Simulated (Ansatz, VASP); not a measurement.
**Two plane-wave programs on O**

```
O
1.0
    12.00000    0.00000    0.00000
     0.00000   12.30000    0.00000
     0.00000    0.00000   12.60000
O
2
Direct
  0.50000 0.50000 0.45166
  0.50000 0.50000 0.54834
```

Alike in both runs: functional PBE; k mesh 1 × 1 × 1; occupations fermi-dirac, width 0.01 eV; collinear spin.

Ansatz relaxed the structure, and its values are those at the end. VASP's run is a single point on that final structure, the one shown.

|  | VASP | Ansatz |
| --- | --- | --- |
| version | VASP 6.6.1 | Ansatz 0.2.0 |
| potentials or method | VASP PAW PBE potentials, release 64 (O_h), cutoff 1000 eV | plane waves (420 eV) with PAW, scalar-relativistic |
| valence electrons in the cell | 12 | 12 |

```tsv
	VASP	Ansatz	Ansatz less VASP
rms of the force components (eV/Å)	0.032	0.000	-0.0315
net moment per atom (μB)	1.00	1.00	0.000
size of the moment on the site where the two differ most (μB)	0.62	0.56	-0.064
```

Site moments also hang on the region over which each program counts them. The functional is the same, so the differences come from potentials, cutoffs and numerics. Ansatz's warnings: end state compared.
